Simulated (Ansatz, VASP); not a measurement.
**SnS2: VASP beside Ansatz**

```xyz
3
Lattice="3.6743 0.0000 0.0000 -1.8372 3.1820 0.0000 0.0000 0.0000 6.2288" Properties=species:S:1:pos:R:3 pbc="T T T"
Sn    0.0000    0.0000    0.0000
S     0.0000    2.1214    1.4616
S     1.8372    1.0607    4.7672
```

Alike in both runs: task single point; functional LDA; k mesh 6 × 6 × 4; occupations gaussian, width 0.1 eV; no spin polarisation.

|  | VASP | Ansatz |
| --- | --- | --- |
| version | VASP 6.6.1 | Ansatz 0.2.0 |
| potentials or method | VASP PAW LDA potentials, release 64 (Sn_d, S), cutoff 500 eV | scalar-relativistic, plane waves, PAW |
| valence electrons in the cell | 26 | 26 |

|  | VASP | Ansatz | Ansatz less VASP |
| --- | --- | --- | --- |
| gap on the k mesh at the Fermi level (eV) | 1.44 | 1.42 | -0.019 |
| least direct gap on the mesh (eV) | 1.72 | 1.70 | -0.020 |
| pressure (GPa) | -2.2 | -2.2 | +0.03 |
| traceless stress, the component that is largest in VASP (GPa) | 0.51 | 0.51 | +0.002 |
| rms of the force components (eV/Å) | 0.032 | 0.032 | -0.0007 |

LDA's correlation is that of Perdew and Zunger in VASP and of Perdew and Wang (1992) in Ansatz. Atom by atom the forces differ by 0.001 eV/Å (rms over components). Ansatz's warnings: force scf threshold loose, stress scf threshold loose.
